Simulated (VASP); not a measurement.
Input of a VASP 6.6.1 run:

The input INCAR:

```
SYSTEM = CuO
PREC     = Accurate       ! precision mode
ENCUT    = 520            ! plane-wave cutoff, eV
EDIFF    = 1E-6           ! SCF threshold, eV
ISMEAR   = -1             ! smearing method
SIGMA    = 0.05           ! smearing width, eV
LREAL    = .FALSE.        ! projectors in reciprocal space
LASPH    = .TRUE.         ! aspherical terms in the spheres
NELM     = 60             ! most SCF steps
ALGO     = Normal         ! electronic algorithm
ISIF     = 2              ! what is computed and relaxed
LWAVE    = .FALSE.        ! write WAVECAR
LCHARG   = .FALSE.        ! write CHGCAR
GGA      = PE             ! functional
NBANDS   = 34             ! bands
```

File KPOINTS:

```
regular mesh
0
G
  7 7 7
  0 0 0
```

The input POSCAR:

```
CuO
1.0
    3.8617441552      0.0000000000      0.0000000000
    0.0000000000      3.8617441552      0.0000000000
    0.0000000000      0.0000000000      3.8544998163
Cu O
3 3
Direct
    0.5000000000      0.0000000000      0.5000000000
    0.0000000000      0.5000000000      0.5000000000
    0.0000000000      0.0000000000      0.0000000000
    0.0000000000      0.0000000000      0.5000000000
    0.5000000000      0.0000000000      0.0000000000
    0.0000000000      0.5000000000      0.0000000000
```

Potentials or basis: VASP PAW PBE potentials, release 64 (Cu, O).

The run is started by

```console
$ cat potpaw_PBE.64/Cu/POTCAR potpaw_PBE.64/O/POTCAR > POTCAR
$ mpirun -np 1 vasp_std > vasp.out
```

Problem. What does it give for the band gap on the k mesh?

Solution. Zero (an odd number of electrons rules out a gap without spin polarisation).

Problem. What does it give for the pressure?

Solution. 31.0 GPa.

Stress tensor (GPa, compression positive):
```
30.86  0.00  0.00
 0.00 30.86  0.00
 0.00  0.00 31.26
```

Caveat: the cell stands under pressure; an odd number of electrons without spin polarisation forces a metal; a magnetic or distorted state may lie lower; semilocal functionals often make such compounds metallic where correlation or magnetic order opens a gap, which also shifts bond lengths. With open d or f shells a metallic result of PBE can be an artefact of self-interaction; +U or a hybrid may open a gap.
